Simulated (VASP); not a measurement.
Ti:

```
Ti
1.0
     2.62421    0.00000    0.00000
     0.00000    2.62421    0.00000
     0.00000    0.00000    2.62421
Ti
1
Cartesian
  0.0000 0.0000 0.0000
```

```yaml
Program: VASP 6.6.1
Task: relaxation of cell and atoms
Functional: PBEsol
Potentials_or_basis: VASP PAW PBE potentials, release 64 (Ti_sv)
Cutoff: 600 eV
k_mesh: 14 × 14 × 14
Occupations: fermi-dirac, width 0.08 eV
Spin: no spin polarisation
```

At the start: pressure -2.7 GPa; volume 18.07 Å³/atom.

How do energy, volume and symmetry change on relaxing?

Over 3 steps the energy falls by 5.3 meV/atom and the volume is 17.46 Å³/atom (-3.4 %); space group Pm-3m (No. 221, to 0.05 Å).

Step by step:
```
step  energy change (eV)  largest force (eV/Å)  pressure (GPa)  volume (Å³)
   1              0.0000                0.0000           -2.73        18.07
   2             -0.0048                0.0000            0.93        17.28
   3             -0.0053                0.0000            0.01        17.46
```

Final structure:
```cif
data_structure
_symmetry_space_group_name_H-M 'P 1'
_symmetry_Int_Tables_number 1
_cell_length_a 2.5943
_cell_length_b 2.5943
_cell_length_c 2.5943
_cell_angle_alpha 90.000
_cell_angle_beta 90.000
_cell_angle_gamma 90.000
_cell_volume 17.46
loop_
_atom_site_label
_atom_site_type_symbol
_atom_site_fract_x
_atom_site_fract_y
_atom_site_fract_z
_atom_site_occupancy
Ti1 Ti 0.00000 0.00000 0.00000 1
```

Caveat: the PAW data sets were made with another functional, which shifts forces and pressure a little.
